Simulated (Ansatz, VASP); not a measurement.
## ZnS: VASP beside Ansatz

INCAR

```
  ALGO = Normal
  EDIFF = 1E-6
  ENCUT = 500
  GGA = PE
  GGA_COMPAT = F
  ISIF = 2
  ISMEAR = -1
  LASPH = T
  LCHARG = F
  LREAL = F
  LWAVE = F
  NBANDS = 16
  NELM = 120
  PREC = Accurate
  SIGMA = 0.01
```

Contents of KPOINTS:

```
k-points
0
Gamma
  6 6 6
```

File POSCAR:

```
ZnS
1.0
    0.0000000000      2.7218303751      2.7218303751
    2.7218303751      0.0000000000      2.7218303751
    2.7218303751      2.7218303751      0.0000000000
Zn S
1 1
Direct
    0.0000000000      0.0000000000      0.0000000000
    0.7500000000      0.7500000000      0.7500000000
```

Input for Ansatz:

```yaml
crystal:
  lattice:
    - [0.0, 2.7218303751, 2.7218303751]
    - [2.7218303751, 0.0, 2.7218303751]
    - [2.7218303751, 2.7218303751, 0.0]
  atoms:
    - { symbol: Zn, position: [0.0, 0.0, 0.0] }
    - { symbol: S, position: [0.75, 0.75, 0.75] }
basis:
  ecutwfc: 420.0
  ecutrho_ratio: 4
  xc_grid: 2
  precision: f64
hamiltonian:
  pseudopotentials: { kind: paw, azcp: { folder: soft_1 } }
  xc: pbe
scf:
  max_iter: 60
  occupations: { method: fermi_dirac, width: 0.01 }
kpoints:
  mp_grid: { grid: [6, 6, 6] }
  band_path: { path: [VBM, CBM], npoints: 1 }
checkpoint:
  write: "../edges0.pbe0.run"
  compress: false
  write_wavefunctions: true
  write_every: 100000
```

Alike in both runs: task single point; functional PBE; k mesh 6 × 6 × 6; occupations fermi-dirac, width 0.01 eV; no spin polarisation.

|  | VASP | Ansatz |
| --- | --- | --- |
| version | VASP 6.6.1 | Ansatz 0.2.0 |
| potentials or method | VASP PAW PBE potentials, release 64 (Zn, S), cutoff 500 eV | plane-wave PAW DFT |
| valence electrons in the cell | 18 | 18 |

|  | VASP | Ansatz | Ansatz less VASP |
| --- | --- | --- | --- |
| gap on the k mesh at the Fermi level (eV) | 2.02 | 2.01 | -0.007 |

With one functional, cell and mesh, what is left measures potentials, basis and numerics.
